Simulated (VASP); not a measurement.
# Ti3Pt5 (R-3m) in VASP: relaxation of cell and atoms with r2SCAN

Aim: the relaxation of cell and atoms of Ti3Pt5 with r2SCAN.

Program: VASP 6.6.1. These are calculated values, not measurements. Logs are shortened: lines on timing, memory, paths and dates and some standing lists are left out, and cuts for length are marked.

**1. The cell of the first run**

The structure is trigonal, space group R-3m (No. 166). Conventional cell: a = 5.655 Å, b = 5.655 Å, c = 13.852 Å, α = 90.00°, β = 90.00°, γ = 120.00°. Ti (site symmetry 2/m) has 4 Ti at 2.83 Å and 8 Pt at 2.83 Å within 3.7 Å. Within 3.7 Å of Pt (site symmetry 2/m) lie 4 Ti at 2.83 Å and 8 Pt at 2.83 Å. Within 3.7 Å of Pt (site symmetry -3m) lie 6 Ti at 2.83 Å and 6 Pt at 2.83 Å. Pt (site symmetry -3m) has 6 Ti at 2.83 Å and 6 Pt at 2.83 Å within 3.7 Å.

**2. Relaxation of cell and atoms, r2SCAN**

POSCAR reads:

```
Ti3Pt5
1.0
    0.0000000000      3.9987500000      3.9987500000
    3.9987500000      0.0000000000      3.9987500000
    3.9987500000      3.9987500000      0.0000000000
Ti Pt
3 5
Direct
    0.0000000000      0.0000000000      0.0000000000
    0.5000000000      0.0000000000      0.0000000000
    0.5000000000      0.5000000000      0.0000000000
    0.0000000000      0.0000000000      0.5000000000
    0.0000000000      0.5000000000      0.0000000000
    0.0000000000      0.5000000000      0.5000000000
    0.5000000000      0.0000000000      0.5000000000
    0.5000000000      0.5000000000      0.5000000000
```

INCAR.step1 reads:

```
PREC     = Accurate       # precision mode
ENCUT    = 550            # plane-wave cutoff, eV
ISMEAR   = -1             # smearing method
SIGMA    = 0.05           # smearing width, eV
LREAL    = F              # projectors in reciprocal space
LASPH    = T              # aspherical terms in the spheres
NELM     = 120            # most SCF steps
GGA      = PE             # functional
ALGO     = Normal         # electronic algorithm
EDIFF    = 1E-5           # SCF threshold, eV
LWAVE    = T              # write WAVECAR
LCHARG   = F              # write CHGCAR
GGA_COMPAT= F            
IBRION   = 2              # ionic algorithm
ISIF     = 3              # what is computed and relaxed
EDIFFG   = -0.005         # ionic threshold
NELMIN   = 4            
NSW      = 100            # ionic steps
```

INCAR.step2 reads:

```
PREC     = Accurate       # precision mode
ENCUT    = 550            # plane-wave cutoff, eV
EDIFF    = 1E-7           # SCF threshold, eV
ISMEAR   = -1             # smearing method
SIGMA    = 0.05           # smearing width, eV
LREAL    = F              # projectors in reciprocal space
LASPH    = T              # aspherical terms in the spheres
NELM     = 120            # most SCF steps
ALGO     = Normal         # electronic algorithm
ISIF     = 3              # what is computed and relaxed
LWAVE    = F              # write WAVECAR
LCHARG   = F              # write CHGCAR
METAGGA  = R2SCAN         # meta-GGA
LMIXTAU  = T            
IBRION   = 2              # ionic algorithm
NSW      = 80             # ionic steps
EDIFFG   = -0.03          # ionic threshold
ISTART   = 1            
GGA_COMPAT= F            
NELMIN   = 4
```

KPOINTS reads:

```
regular mesh
0
Gamma
  5 5 5
```

Potentials or basis: VASP PAW PBE potentials, release 64 (Ti_sv, Pt).

On the command line:

```console
$ cat potpaw_PBE.64/Ti_sv/POTCAR potpaw_PBE.64/Pt/POTCAR > POTCAR
$ cp INCAR.step1 INCAR
$ mpirun -np 1 vasp_std > vasp.out
$ cp INCAR.step2 INCAR
$ mpirun -np 1 vasp_std > vasp.out
```

OUTCAR:

```text
PREC = Accurate
   ENCUT = 550
   EDIFF = 1E-7
   ISMEAR = -1
   LREAL = F
   LASPH = T
   NELM = 120
   ISIF = 3
   METAGGA = R2SCAN
   IBRION = 2
   NSW = 80
   EDIFFG = -0.03
   ISTART = 1
   NELMIN = 4

 ion  position               nearest neighbor table
   1  0.000  0.000  0.000-   2 2.83   4 2.83   5 2.83   4 2.83   6 2.83   7 2.83   3 2.83   5 2.83
                             6 2.83   2 2.83   3 2.83   7 2.83
   2  0.500  0.000  0.000-   1 2.83   3 2.83   7 2.83   4 2.83   7 2.83   8 2.83   3 2.83   5 2.83
                             8 2.83   1 2.83   4 2.83   5 2.83
   3  0.500  0.500  0.000-   2 2.83   5 2.83   8 2.83   6 2.83   7 2.83   8 2.83   1 2.83   2 2.83
                             7 2.83   1 2.83   5 2.83   6 2.83
   4  0.000  0.000  0.500-   1 2.83   6 2.83   7 2.83   1 2.83   2 2.83   5 2.83   5 2.83   6 2.83
                             8 2.83   2 2.83   7 2.83   8 2.83
   5  0.000  0.500  0.000-   1 2.83   3 2.83   6 2.83   4 2.83   6 2.83   8 2.83   1 2.83   2 2.83
                             4 2.83   2 2.83   3 2.83   8 2.83
   6  0.000  0.500  0.500-   4 2.83   5 2.83   8 2.83   1 2.83   3 2.83   5 2.83   1 2.83   4 2.83
                             7 2.83   3 2.83   7 2.83   8 2.83
   7  0.500  0.000  0.500-   2 2.83   4 2.83   8 2.83   1 2.83   2 2.83   3 2.83   3 2.83   6 2.83
                             8 2.83   1 2.83   4 2.83   6 2.83
   8  0.500  0.500  0.500-   3 2.83   6 2.83   7 2.83   2 2.83   3 2.83   5 2.83   2 2.83   4 2.83
                             7 2.83   4 2.83   5 2.83   6 2.83

  LATTYP: Found a face centered cubic cell.
 ALAT       =     7.9975000000

  Lattice vectors:

 A1 = (   0.0000000000,   3.9987500000,   3.9987500000)
 A2 = (   3.9987500000,   0.0000000000,   3.9987500000)
 A3 = (   3.9987500000,   3.9987500000,   0.0000000000)

Analysis of symmetry for initial positions (statically):
=====================================================================
 Subroutine PRICEL returns:
 Original cell was already a primitive cell.

 Routine SETGRP: Setting up the symmetry group for a
 face centered cubic supercell.

 Subroutine GETGRP returns: Found 12 space group operations
 (whereof  4 operations were pure point group operations)
 out of a pool of 48 trial point group operations.

The static configuration has the point symmetry C_2h.
 The point group associated with its full space group is D_3d.

Analysis of symmetry for dynamics (positions and initial velocities):
=====================================================================
 Subroutine PRICEL returns:
 Original cell was already a primitive cell.

 Routine SETGRP: Setting up the symmetry group for a
 face centered cubic supercell.

 Subroutine GETGRP returns: Found 12 space group operations
 (whereof  4 operations were pure point group operations)
 out of a pool of 48 trial point group operations.
[... 102 lines left out ...]
   ISPIN  =      1    spin polarized calculation?
   LNONCOLLINEAR =      F non collinear calculations
   LSORBIT =      F    spin-orbit coupling
   LASPH  =      T    aspherical Exc in radial PAW
   ENCUT  =  550.0 eV  40.42 Ry    6.36 a.u.  10.81 10.81 10.81*2*pi/ulx,y,z
   NELM   =    120;   NELMIN=  4; NELMDL=  0     # of ELM steps
   EDIFF  = 0.1E-06   stopping-criterion for ELM
   LREAL  =      F    real-space projection
   EDIFFG = -.3E-01   stopping-criterion for IOM
   NSW    =     80    number of steps for IOM
   IBRION =      2    ionic relax: 0-MD 1-quasi-New 2-CG
   NFREE  =      1    steps in history (QN), initial steepest desc. (CG)
   ISIF   =      3    stress and relaxation
   ISYM   =      2    0-nonsym 1-usesym 2-fastsym
   POTIM  = 0.5000    time-step for ionic-motion
   TEBEG  =    0.0;   TEEND  =   0.0 temperature during run
   PSTRESS=    0.0 pullay stress
   NELECT =      86.0000    total number of electrons
   NUPDOWN=      -1.0000    fix difference up-down
   EMIN   =  10.00;   EMAX   =-10.00  energy-range for DOS
   EFERMI =   0.00;   METHOD = LEGACY
   ISMEAR =    -1;   SIGMA  =   0.05  broadening in eV -4-tet -1-fermi 0-gaus
   EFERMI_NEDOS =   21; number of points for ismear=-14 and -15
   IALGO  =     38    algorithm
   IMIX   =      4    mixing-type and parameters
     AMIX     =   0.40;   BMIX     =  1.00
     AMIX_MAG =   1.60;   BMIX_MAG =  1.00
  volume/ion in A,a.u.               =      15.99       107.87
  Fermi-wavevector in a.u.,A,eV,Ry     =   1.434300  2.710434 27.990138  2.057217
  Thomas-Fermi vector in A             =   2.553724
   LORBIT       =      0    0 simple, 1 ext, 2 COOP (PROOUT), +10 PAW based schemes
   METAGGA = R2SCAN    functional components
   LHFCALC =     F    Hartree Fock is set to
   AEXX    =    0.0000 exact exchange contribution
   IVDW    =     0    specifies the selected vdW correction
   LEPSILON=     F    determine dielectric tensor
   LRPA    =     F    only Hartree local field effects (RPA)
 conjugate gradient relaxation of ions
 non-spin polarized calculation
  energy-cutoff  :      550.00
  volume of cell :      127.88
 maximum number of plane-waves:      3759
 NGX is ok and might be reduce to    48
   NGX = 21   NGY = 21   NGZ = 21

--------------------------------------- Ionic step        1  -------------------------------------------

 number of electron      85.9999998 magnetization

 Free energy of the ion-electron system (eV)
  ---------------------------------------------------
  ext. energy  EPLUGINS =         0.00000000
  ---------------------------------------------------
  free energy    TOTEN  =      -301.72741572 eV

  energy without entropy =     -301.66471446  energy(sigma->0) =     -301.69606509

------------------------ aborting loop because EDIFF is reached ----------------------------------------

  FORCE on cell =-STRESS in cart. coord.  units (eV):
  Direction    XX          YY          ZZ          XY          YZ          ZX
  --------------------------------------------------------------------------------------
  -------------------------------------------------------------------------------------
  Total       -6.4455283     -6.4455283     -6.4455283     -2.4651099      2.4651099      2.4651099
  in kB      -80.7544280    -80.7544280    -80.7544280    -30.8847520     30.8847520     30.8847520
  external PRESSURE =     -80.7544280 kB  Pullay stress =       0.0000000 kB
[... 155 lines left out ...]
--------------------------------------- Ionic step        5  -------------------------------------------

 number of electron      86.0000004 magnetization

 Free energy of the ion-electron system (eV)
  ---------------------------------------------------
  ext. energy  EPLUGINS =         0.00000000
  ---------------------------------------------------
  free energy    TOTEN  =      -301.94167281 eV

  energy without entropy =     -301.87746368  energy(sigma->0) =     -301.90956824

 E-fermi :  10.7418     XC(G=0): -13.9727

 val. band max:       10.7307384886   @ k =   0.0000   0.0000   0.0000
 cond. band min:      10.7506713973   @ k =   0.2000   0.0000   0.4000
 fundamental gap:      0.0199329087
 Fermi energy:        10.7417925914

 k-point     1 :       0.0000    0.0000    0.0000
  band No.  band energies     occupation
      1     -48.9047      2.00000
      2     -48.8182      2.00000
      3     -48.8182      2.00000
      4     -24.2772      2.00000
      5     -24.2569      2.00000
      6     -24.2569      2.00000
[... 1050 lines left out ...]
  FREE ENERGIE OF THE ION-ELECTRON SYSTEM (eV)
  ---------------------------------------------------
  free  energy   TOTEN  =      -301.9416728063 eV

  energy  without entropy=     -301.8774636762  energy(sigma->0) =     -301.90956824

 reached required accuracy - stopping structural energy minimisation
```

Run time: 66 min. Hardware: 1 thread of Intel Xeon Platinum 8375C at 2.90GHz (Ice Lake), shared host; peak memory 0.44 GiB.

What came out:

```
Free energy                           : -301.9417 eV
Relaxed volume                        : 15.41 Å³/atom
Relaxed cell                          : a = 5.658 Å, b = 5.658 Å, c = 5.517 Å, α = 59.15°, β = 59.15°, γ = 60.00°
Space group after relaxing (to 0.1 Å) : R-3m (No. 166)
Energy gained by relaxing             : 26.8 meV/atom
Ionic steps                           : 5
Pressure after relaxing               : -0.1 GPa
Band gap on the k mesh                : zero (bands 43 and 44 overlap by 0.67 eV)
```

The path:
```csv
step,energy change (eV),largest force (eV/Å),pressure (GPa),volume (Å³)
1,0.0000,0.0000,-8.08,127.88
2,0.4385,0.0000,22.76,113.46
3,-0.1900,0.0000,0.89,122.50
4,-0.1902,0.0000,1.15,122.36
5,-0.2143,0.0000,-0.10,123.26
```

Final structure:
```
CELL_PARAMETERS angstrom
0.00000 4.00098 4.00098
4.00098 0.00000 4.00098
3.90031 3.90031 0.10067
ATOMIC_POSITIONS crystal
Ti 0.00000 0.00000 0.00000
Ti 0.50000 0.00000 0.00000
Ti 0.50000 0.50000 0.00000
Pt 0.00000 0.00000 0.50000
Pt 0.00000 0.50000 0.00000
Pt 0.00000 0.50000 0.50000
Pt 0.50000 0.00000 0.50000
Pt 0.50000 0.50000 0.50000
```

Caveat: the PAW data sets were made with another functional, which shifts forces and pressure a little; spin-orbit coupling is left out, which moves the levels of the heavy elements.
